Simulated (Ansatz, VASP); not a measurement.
Sn in VASP and in Ansatz

```xyz
1
Lattice="3.0288 0.0000 0.0000 0.0000 3.0288 0.0000 0.0000 0.0000 3.0288" Properties=species:S:1:pos:R:3 pbc="T T T"
Sn    0.0000    0.0000    0.0000
```

Alike in both runs: task single point; functional PBEsol; k mesh 12 × 12 × 12; occupations fermi-dirac, width 0.1 eV; no spin polarisation.

```csv
,VASP,Ansatz
version,VASP 6.6.1,Ansatz 0.2.0
potentials or method,"VASP PAW PBE potentials, release 64 (Sn_d), cutoff 520 eV","plane waves (420 eV) with PAW, scalar-relativistic"
valence electrons in the cell,14,14
```

```csv
,VASP,Ansatz,Ansatz less VASP
pressure (GPa),0.3,0.3,+0.02
```

VASP's potentials were made for PBE, not for PBEsol, and Ansatz warns of the same on its side.
